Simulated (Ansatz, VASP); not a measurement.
Ag: VASP beside Ansatz

```xyz
4
Lattice="2.8675 0.0000 0.0000 -1.4337 2.4833 0.0000 0.0000 0.0000 9.3651" Properties=species:S:1:pos:R:3 pbc="T T T"
Ag    0.0000    0.0000    0.0000
Ag    0.0000    0.0000    4.6825
Ag    0.0000    1.6555    2.3413
Ag    1.4337    0.8278    7.0238
```

Alike in both runs: task single point; functional PBEsol; k mesh 24 × 24 × 6; occupations gaussian, width 0.1 eV; no spin polarisation.

```csv
,VASP,Ansatz
version,VASP 6.6.1,Ansatz 0.2.0
potentials or method,"VASP PAW PBE potentials, release 64 (Ag), cutoff 520 eV","scalar-relativistic, plane waves, PAW"
valence electrons in the cell,44,76
```

```tsv
	VASP	Ansatz	Ansatz less VASP
gap on the k mesh at the Fermi level (eV)	none	none	-
pressure (GPa)	-0.3	0.0	+0.22
traceless stress, the component that is largest in VASP (GPa)	0.24	0.24	+0.009
```

VASP's potentials were made for PBE, not for PBEsol. A gap of «none» marks a metal or a gap that the smearing closes. VASP's potentials hold 44 valence electrons a cell and Ansatz's 76, so a difference there can come from the potentials and not from the codes.
